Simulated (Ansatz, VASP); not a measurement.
## One calculation of Ge, two programs

```xyz
2
Lattice="0.0000 2.7527 2.8804 2.7527 0.0000 2.8804 2.7527 2.7527 0.0000" Properties=species:S:1:pos:R:3 pbc="T T T"
Ge    2.7527    2.7527    2.8804
Ge    4.1291    4.1291    4.3207
```

Change from the starting cell: strain -0.030 along x and y, +0.015 along z, atoms carried along.

Alike in both runs: task single point; functional PBEsol; k mesh 18 × 18 × 18; occupations gaussian, width 0.15 eV; no spin polarisation.

```csv
,VASP,Ansatz
version,VASP 6.6.1,Ansatz 0.2.0
potentials or method,"VASP PAW PBE potentials, release 64 (Ge_d), cutoff 520 eV","scalar-relativistic, plane waves, PAW"
valence electrons in the cell,28,28
```

Ansatz gave:

| Item | Value |
| --- | --- |
| gap on the k mesh at the Fermi level (eV) | 0.06 |
| least direct gap on the mesh (eV) | 0.17 |
| pressure (GPa) | 3.5 |
| traceless stress, the component that is largest in VASP (GPa) | -2.40 |

Q: Estimate VASP's values.

A: gap on the k mesh at the Fermi level (eV): 0.07; least direct gap on the mesh (eV): 0.18; pressure (GPa): 3.4; traceless stress, the component that is largest in VASP (GPa): -2.41.

VASP's potentials were made for PBE, not for PBEsol.
